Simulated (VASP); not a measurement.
Pt, 4 atoms in the cell. The typed cell holds 4 atoms: a = 5.546 Å, b = 5.546 Å, c = 2.773 Å, α = 60.00°, β = 60.00°, γ = 60.00°. 

| Property | Result |
| --- | --- |
| Program | VASP 6.6.1 |
| Task | single point |
| Functional | PBEsol |
| Potentials or basis | VASP PAW PBE potentials, release 64 (Pt) |
| Cutoff | 520 eV |
| k mesh | 4 × 4 × 8 |
| Occupations | fermi-dirac, width 0.08 eV |
| Spin | no spin polarisation |
| Dipole correction | no |
| Further INCAR settings | ALGO = Normal; EDIFF = 1e-07; NBANDS = 28 |

Potentials or basis: VASP PAW PBE potentials, release 64 (Pt).

Run with:

```bash
$ cat potpaw_PBE.64/Pt/POTCAR > POTCAR
$ mpirun -np 1 vasp_std > vasp.out
```

Hardware: 1 thread of Intel(R) Xeon(R) 6975P-C (Granite Rapids), on a shared host.

Problem. How long does it take, and how much memory?

Solution. It took 2.2 min on 1 thread of Intel(R) Xeon(R) 6975P-C (Granite Rapids), on a shared host, peak memory 0.24 GiB. Counts: scf iterations 15, k points 68.
